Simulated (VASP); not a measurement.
Wanted: the native input for a VASP 6.6.1 run.

| Quantity | Value |
| --- | --- |
| Task | single point |
| Functional | PBEsol |
| Potentials or basis | VASP PAW PBE potentials, release 64 (W_sv, C_h) |
| Cutoff | 910 eV |
| k mesh | 18 × 18 × 14 |
| Occupations | fermi-dirac, width 0.15 eV |
| Spin | no spin polarisation |
| Dipole correction | no |
| Further INCAR settings | ALGO = Normal; EDIFF = 1e-06; NBANDS = 16 |

The structure of WC lies in POSCAR:

```
WC
1.0
    2.8996058129      0.0000000000      0.0000000000
   -1.4498029064      2.5111322949      0.0000000000
    0.0000000000      0.0000000000      2.8268146561
W C
1 1
Direct
    0.0000000000      0.0000000000      0.0000000000
    0.6666666667      0.3333333333      0.5000000000
```

One way to write it, as run:

INCAR

```
SYSTEM = WC
ALGO = Normal ; EDIFF = 1E-6
ENCUT = 910 ; GGA = PS
GGA_COMPAT = .False. ; ISIF = 2
ISMEAR = -1 ; LASPH = .True.
LCHARG = .False. ; LREAL = .False.
LWAVE = .False. ; NBANDS = 16
NELM = 120 ; PREC = Accurate
SIGMA = 0.15
```

KPOINTS

```
k-points
0
Gamma
  18 18 14
  0 0 0
```

Potentials or basis: VASP PAW PBE potentials, release 64 (W_sv, C_h).

Run with:

```sh
$ cat potpaw_PBE.64/W_sv/POTCAR potpaw_PBE.64/C_h/POTCAR > POTCAR
$ mpirun -np 1 vasp_std > vasp.out
```

Results of the run:

```json
{"Pressure": "1.0 GPa", "Band gap on the k mesh": "zero (bands 9 and 10 overlap by 1.23 eV)"}
```

Caveat: the cutoff is under 1.25 times the usual one of these potentials, so pressure, stress and relaxed cells hold a basis-set (Pulay) error; the PAW data sets were made with another functional, which shifts forces and pressure a little; spin-orbit coupling is left out, which moves the levels of the heavy elements.

Wall time 94 s on 1 thread of AMD EPYC 9R45 96-Core Processor (Zen 5), on a shared host, peak memory 0.32 GiB.
